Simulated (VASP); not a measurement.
# Cl (P1) in VASP: notebook

Runs on Cl. Level: PBE. Tasks: single point.

Everything below comes from runs of VASP 6.6.1. Logs are shortened: lines on timing, memory, paths and dates and some standing lists are left out, and cuts for length are marked.

### 1 The cell of the first run

The typed cell holds 6 atoms: a = 5.173 Å, b = 6.870 Å, c = 7.958 Å, α = 112.06°, β = 71.34°, γ = 96.90°.

The cell was generated, and may not be a known phase.

### 2 Single point, PBE

Input file INCAR:

```
SYSTEM = Cl
PREC     = Accurate       ! precision mode
ENCUT    = 520            ! plane-wave cutoff, eV
EDIFF    = 1E-6           ! SCF threshold, eV
ISMEAR   = 0              ! smearing method
SIGMA    = 0.1            ! smearing width, eV
LREAL    = .FALSE.        ! projectors in reciprocal space
LASPH    = .TRUE.         ! aspherical terms in the spheres
NELM     = 100            ! most SCF steps
ALGO     = Normal         ! electronic algorithm
ISIF     = 2              ! what is computed and relaxed
LWAVE    = .FALSE.        ! write WAVECAR
LCHARG   = .FALSE.        ! write CHGCAR
GGA      = PE             ! functional
NBANDS   = 30             ! bands
```

Input file KPOINTS:

```
regular mesh
0
G
  4 4 4
  0 0 0
```

Input file POSCAR:

```
Cl
1.0
    5.1708305486      0.1606403262      0.0328195965
   -1.0380561514      6.7866685422      0.2560177405
    2.5937731578     -2.8911666267      6.9460147181
Cl
6
Direct
    0.8254526362      1.0811491529      0.0571496362
    0.7544962971      0.4436459968      0.4855174930
    0.7762527599      0.6825696772      0.7264097780
    0.5286899491      0.6912030105      0.3400097856
    0.1336469517      0.2247785760      0.9131998523
    0.3634077014      0.8810974849      0.2577668188
```

Potentials or basis: VASP PAW PBE potentials, release 64 (Cl).

The run is started by

```sh
> cat potpaw_PBE.64/Cl/POTCAR > POTCAR
> mpirun -np 1 vasp_std > vasp.out
```

OUTCAR:

```text
SYSTEM = Cl
   PREC = Accurate
   ENCUT = 520
   EDIFF = 1E-6
   ISMEAR = 0
   LREAL = .FALSE.
   LASPH = .TRUE.
   NELM = 100
   ISIF = 2
   GGA = PE

 ion  position               nearest neighbor table
   1  0.825  0.081  0.057-   5 2.03
   2  0.754  0.444  0.486-   3 2.03
   3  0.776  0.683  0.726-   2 2.03
   4  0.529  0.691  0.340-   6 2.03
   5  0.134  0.225  0.913-   1 2.03
   6  0.363  0.881  0.258-   4 2.03

  LATTYP: Found a triclinic cell.
 ALAT       =     5.1734293271
 B/A-ratio  =     2.2944086984
 C/A-ratio  =     3.3233694592
 COS(alpha) =     0.0117041714
 COS(beta)  =     0.6539360746
 COS(gamma) =     0.7266472729

  Lattice vectors:

 A1 = (   5.1708305486,   0.1606403262,   0.0328195965)
 A2 = (   8.7859440908,  -3.5742212631,  -7.1363932656)
 A3 = (  10.8593219522,  11.0034511101,   7.5236893921)

Analysis of symmetry for initial positions (statically):
=====================================================================
 Subroutine PRICEL returns:
 Original cell was already a primitive cell.

 Routine SETGRP: Setting up the symmetry group for a
 triclinic supercell.

 Subroutine GETGRP returns: Found  1 space group operations
 (whereof  1 operations were pure point group operations)
 out of a pool of  2 trial point group operations.

The static configuration has the point symmetry C_1 .

Analysis of symmetry for dynamics (positions and initial velocities):
=====================================================================
 Subroutine PRICEL returns:
 Original cell was already a primitive cell.

 Routine SETGRP: Setting up the symmetry group for a
 triclinic supercell.

 Subroutine GETGRP returns: Found  1 space group operations
 (whereof  1 operations were pure point group operations)
 out of a pool of  2 trial point group operations.

The dynamic configuration has the point symmetry C_1 .

 Subroutine INISYM returns: Found  1 space group operations
 (whereof  1 operations are pure point group operations),
 and found     1 'primitive' translations

----------------------------------------------------------------------------------------

                                     Primitive cell

  volume of cell :     248.3676

  direct lattice vectors                    reciprocal lattice vectors
     5.170830549  0.160640326  0.032819596     0.192780726  0.031704637 -0.058791422
[... 95 lines left out ...]
   LREAL  =      F    real-space projection
   EDIFFG = 0.1E-04   stopping-criterion for IOM
   NSW    =      0    number of steps for IOM
   IBRION =     -1    ionic relax: 0-MD 1-quasi-New 2-CG
   NFREE  =      0    steps in history (QN), initial steepest desc. (CG)
   ISIF   =      2    stress and relaxation
   ISYM   =      2    0-nonsym 1-usesym 2-fastsym
   POTIM  = 0.5000    time-step for ionic-motion
   TEBEG  =    0.0;   TEEND  =   0.0 temperature during run
   PSTRESS=    0.0 pullay stress
   NELECT =      42.0000    total number of electrons
   NUPDOWN=      -1.0000    fix difference up-down
   EMIN   =  10.00;   EMAX   =-10.00  energy-range for DOS
   EFERMI =   0.00;   METHOD = LEGACY
   ISMEAR =     0;   SIGMA  =   0.10  broadening in eV -4-tet -1-fermi 0-gaus
   EFERMI_NEDOS =   21; number of points for ismear=-14 and -15
   IALGO  =     38    algorithm
   IMIX   =      4    mixing-type and parameters
     AMIX     =   0.40;   BMIX     =  1.00
     AMIX_MAG =   1.60;   BMIX_MAG =  1.00
  volume/ion in A,a.u.               =      41.39       279.34
  Fermi-wavevector in a.u.,A,eV,Ry     =   0.905301  1.710771 11.150922  0.819570
  Thomas-Fermi vector in A             =   2.028852
   LORBIT       =      0    0 simple, 1 ext, 2 COOP (PROOUT), +10 PAW based schemes
   GGA     = PE    functional components
   LHFCALC =     F    Hartree Fock is set to
   AEXX    =    0.0000 exact exchange contribution
   IVDW    =     0    specifies the selected vdW correction
   LEPSILON=     F    determine dielectric tensor
   LRPA    =     F    only Hartree local field effects (RPA)
 non-spin polarized calculation
 Gauss-broadening in eV      SIGMA  =   0.10
  energy-cutoff  :      520.00
  volume of cell :      248.37
 maximum number of plane-waves:      6718
 NGX is ok and might be reduce to    40
   NGX = 19   NGY = 25   NGZ = 29

 number of electron      41.9999999 magnetization

 Free energy of the ion-electron system (eV)
  ---------------------------------------------------
  ext. energy  EPLUGINS =         0.00000000
  ---------------------------------------------------
  free energy    TOTEN  =       -11.05584121 eV

  energy without entropy =      -11.05584121  energy(sigma->0) =      -11.05584121

 E-fermi :  -2.1996     XC(G=0):  -6.1755

 val. band max:       -2.7198188393   @ k =   0.0000   0.5000   0.5000
 cond. band min:      -0.1816001530   @ k =   0.0000   0.5000  -0.0000
 fundamental gap:      2.5382186863
 Fermi energy:        -2.1995703709

 k-point     1 :       0.0000    0.0000    0.0000
  band No.  band energies     occupation
      1     -19.0551      2.00000
      2     -18.8333      2.00000
      3     -18.7742      2.00000
      4     -15.2146      2.00000
      5     -14.9579      2.00000
      6     -14.7909      2.00000
[... 781 lines left out ...]
     29       6.5045      0.00000
     30       6.7620      0.00000

 [... further k-points ...]

------------------------ aborting loop because EDIFF is reached ----------------------------------------

  FORCE on cell =-STRESS in cart. coord.  units (eV):
  Direction    XX          YY          ZZ          XY          YZ          ZX
  --------------------------------------------------------------------------------------
  -------------------------------------------------------------------------------------
  Total       -0.2813490     -0.5460752     -0.3406982     -0.0270267      0.0032214     -0.0090010
  in kB       -1.8149348     -3.5226385     -2.1977862     -0.1743446      0.0207807     -0.0580637
  external PRESSURE =      -2.5117865 kB  Pullay stress =       0.0000000 kB

 VOLUME and BASIS-vectors are now :
 -----------------------------------------------------------------------------
  energy-cutoff  :      520.00
  volume of cell :      248.37
      direct lattice vectors                 reciprocal lattice vectors
     5.170830549  0.160640326  0.032819596     0.192780726  0.031704637 -0.058791422
    -1.038056151  6.786668542  0.256017740    -0.004874617  0.144268158  0.061869568
     2.593773158 -2.891166627  6.946014718    -0.000731210 -0.005467270  0.141964831

 POSITION                                       TOTAL-FORCE (eV/Angst)
 -----------------------------------------------------------------------------------
      4.33227      0.51810      0.44483         0.099454      0.126322     -0.080989
      4.70017      1.72837      3.51076         0.059811      0.087571      0.182653
      5.18947      2.65690      5.24588        -0.048888     -0.098867     -0.188924
      2.89817      3.79287      2.55602        -0.123045      0.135520     -0.048561
      2.82637     -1.09325      6.40503        -0.092453     -0.125737      0.086004
      1.63308      5.29285      2.02796         0.105121     -0.124810      0.049817
 -----------------------------------------------------------------------------------
    total drift:                                0.000372      0.000651     -0.000532

  FREE ENERGIE OF THE ION-ELECTRON SYSTEM (eV)
  ---------------------------------------------------
  free  energy   TOTEN  =       -11.0558412051 eV

  energy  without entropy=      -11.0558412051  energy(sigma->0) =      -11.05584121
```

OSZICAR:

```text
N       E                     dE             d eps       ncg     rms          rms(c)
DAV:   1     0.323805604477E+03    0.32381E+03   -0.16825E+04  2160   0.113E+03
DAV:   2     0.236773159130E+02   -0.30013E+03   -0.29249E+03  3018   0.218E+02
DAV:   3    -0.113006688832E+02   -0.34978E+02   -0.34839E+02  2836   0.845E+01
DAV:   4    -0.117853941250E+02   -0.48473E+00   -0.48440E+00  2620   0.121E+01
DAV:   5    -0.117962863728E+02   -0.10892E-01   -0.10891E-01  2840   0.188E+00    0.186E+01
DAV:   6    -0.112470801158E+02    0.54921E+00   -0.38243E-01  2586   0.325E+00    0.122E+01
DAV:   7    -0.110723513848E+02    0.17473E+00   -0.86097E-01  2586   0.459E+00    0.100E+00
DAV:   8    -0.110554329303E+02    0.16918E-01   -0.10323E-01  2514   0.180E+00    0.616E-01
DAV:   9    -0.110556830110E+02   -0.25008E-03   -0.50582E-03  2778   0.374E-01    0.150E-01
DAV:  10    -0.110557960204E+02   -0.11301E-03   -0.23917E-04  2742   0.925E-02    0.897E-02
DAV:  11    -0.110558293886E+02   -0.33368E-04   -0.59621E-05  2752   0.482E-02    0.374E-02
DAV:  12    -0.110558397242E+02   -0.10336E-04   -0.29590E-05  2678   0.331E-02    0.102E-02
DAV:  13    -0.110558411058E+02   -0.13816E-05   -0.37712E-06  2592   0.116E-02    0.946E-03
DAV:  14    -0.110558412051E+02   -0.99308E-07   -0.98676E-07  1686   0.580E-03
   1 F= -.11055841E+02 E0= -.11055841E+02  d E =-.826076E-14
```

stdout:

```text
POSCAR found type information on POSCAR Cl
 POSCAR found :  1 types and       6 ions
 scaLAPACK will be used
 LDA part: xc-table for (Slater+PW92), standard interpolation
 POSCAR, INCAR and KPOINTS ok, starting setup
 FFT: planning ... GRIDC
 FFT: planning ... GRID_SOFT
 FFT: planning ... GRID
 WAVECAR not read
 entering main loop
```

Run time: 2.4 min. Hardware: 1 thread of Intel Xeon Platinum 8488C (Sapphire Rapids), shared host; peak memory 0.43 GiB.

What came out:

- Free energy: -11.0558 eV
- Pressure: -0.3 GPa
- Largest force: 0.219 eV/Å
- Band gap on the k mesh: 2.54 eV (least direct gap 2.61 eV)

Forces in eV/Å, atoms in the order of the input:
```
Cl   0.099  0.126 -0.081
Cl   0.060  0.088  0.183
Cl  -0.049 -0.099 -0.189
Cl  -0.123  0.136 -0.049
Cl  -0.092 -0.126  0.086
Cl   0.105 -0.125  0.050
```

Levels at points of the mesh, in eV from the valence-band top:
| k point | band 17 | band 18 | band 19 | band 20 | band 21 | band 22 | band 23 | band 24 | band 25 | band 26 |
| --- | --- | --- | --- | --- | --- | --- | --- | --- | --- | --- |
| (0.00, 0.00, 0.00) | -0.44 | -0.39 | -0.21 | -0.16 | -0.06 | 2.74 | 3.00 | 3.10 | 6.09 | 8.54 |
| (0.50, 0.00, 0.00) | -0.35 | -0.30 | -0.16 | -0.15 | 0.00 | 2.77 | 2.98 | 3.10 | 7.72 | 7.89 |
| (0.00, 0.50, 0.00) | -0.40 | -0.29 | -0.21 | -0.13 | -0.10 | 2.54 | 2.83 | 2.94 | 7.10 | 7.35 |
| (0.50, 0.50, 0.00) | -0.30 | -0.25 | -0.15 | -0.12 | -0.06 | 2.60 | 2.83 | 3.04 | 7.91 | 8.23 |
| (0.00, 0.00, 0.50) | -0.43 | -0.33 | -0.16 | -0.12 | -0.04 | 2.60 | 2.81 | 2.96 | 6.88 | 7.23 |
| (0.50, 0.00, 0.50) | -0.36 | -0.32 | -0.18 | -0.05 | -0.03 | 2.62 | 2.76 | 3.03 | 7.75 | 8.08 |
| (0.00, 0.50, 0.50) | -0.40 | -0.34 | -0.30 | -0.22 | 0.00 | 2.69 | 2.95 | 3.10 | 7.07 | 7.40 |
| (0.50, 0.50, 0.50) | -0.36 | -0.29 | -0.16 | -0.13 | -0.04 | 2.80 | 2.99 | 3.10 | 7.74 | 8.10 |

Caveat: this functional lacks dispersion, which holds the molecules together, so the pressure and a relaxed volume are unreliable.

(Continued in part 2 of 2.)
